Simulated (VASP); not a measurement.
A run of VASP 6.6.1:

File INCAR:

```
SYSTEM = ZnCd3O4
ALGO = Normal
EDIFF = 1E-6
ENCUT = 600
GGA = PE
GGA_COMPAT = .FALSE.
ISIF = 2
ISMEAR = 0
LASPH = .TRUE.
LCHARG = .TRUE.
LELF = .TRUE.
LREAL = .FALSE.
LVHAR = .TRUE.
LWAVE = .FALSE.
NBANDS = 58
NELM = 120
PREC = Accurate
SIGMA = 0.1
```

KPOINTS

```
k-points
0
G
  6 6 2
  0 0 0
```

Contents of POSCAR:

```
ZnCd3O4
1.0
    3.5171179000      0.0000000000      0.0000000000
    0.0000000000      3.5171179000      0.0000000000
    0.0000000000      0.0000000000     10.1020988000
Zn Cd O
1 3 4
Direct
    0.5000000000      0.5000000000      0.0000000000
    0.0000000000      0.0000000000      0.7668010000
    0.0000000000      0.0000000000      0.2331990000
    0.5000000000      0.5000000000      0.5000000000
    0.5000000000      0.0000000000      0.9004830000
    0.0000000000      0.5000000000      0.0995170000
    0.5000000000      0.0000000000      0.3665610000
    0.0000000000      0.5000000000      0.6334390000
```

Potentials or basis: VASP PAW PBE potentials, release 64 (Zn, Cd_sv_GW, O).

Command:

```bash
$ cat potpaw_PBE.64/Zn/POTCAR potpaw_PBE.64/Cd_sv_GW/POTCAR potpaw_PBE.64/O/POTCAR > POTCAR
$ mpirun -np 1 vasp_std > vasp.out
```

Hardware: 1 thread of Intel(R) Xeon(R) Platinum 8488C (Sapphire Rapids), on a shared host.

Q: How long does it take, and how much memory?

A: Run time: 3.6 min on 1 thread of Intel(R) Xeon(R) Platinum 8488C (Sapphire Rapids), with other jobs on the host, peak memory 0.34 GiB. Counts: scf iterations 16, k points 20.
